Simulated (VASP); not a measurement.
CuO2:

```
CELL_PARAMETERS angstrom
0.00000 2.46182 2.46182
2.46182 0.00000 2.46182
2.46182 2.46182 0.00000
ATOMIC_POSITIONS crystal
Cu 0.00000 0.00000 0.00000
O 0.25000 0.25000 0.25000
O 0.75000 0.75000 0.75000
```

```yaml
Program: VASP 6.6.1
Task: relaxation of cell and atoms
Functional: r2SCAN
Potentials_or_basis: VASP PAW PBE potentials, release 64 (Cu, O)
Cutoff: 600 eV
k_mesh: 14 × 14 × 14
Occupations: gaussian, width 0.1 eV
Spin: collinear spin, ferromagnetic start
Starting_moments: "[0.83, 1.24, 1.24] μB"
Hubbard_terms: Cu d U = 4.0 eV
```

At the start: pressure -9.8 GPa; volume 9.95 Å³/atom.

Where does the relaxation end?

Over 3 steps the energy falls by 21.5 meV/atom and the volume is 9.29 Å³/atom (-6.6 %); space group Fm-3m (No. 225, to 0.1 Å) before and after; moment 3.00 μB per cell.

The path:
| step | energy change (eV) | largest force (eV/Å) | pressure (GPa) | volume (Å³) |
| --- | --- | --- | --- | --- |
| 1 | 0.0000 | 0.0000 | -9.76 | 29.84 |
| 2 | -0.0585 | 0.0000 | 3.67 | 27.30 |
| 3 | -0.0646 | 0.0000 | 0.12 | 27.86 |

Final structure:
```
CELL_PARAMETERS angstrom
0.00000 2.40611 2.40611
2.40611 0.00000 2.40611
2.40611 2.40611 0.00000
ATOMIC_POSITIONS crystal
Cu 0.00000 0.00000 0.00000
O 0.25000 0.25000 0.25000
O 0.75000 0.75000 0.75000
```

Caveat: the PAW data sets were made with another functional, which shifts forces and pressure a little; a cell with one magnetic atom can't hold antiferromagnetic order, which such compounds often take.
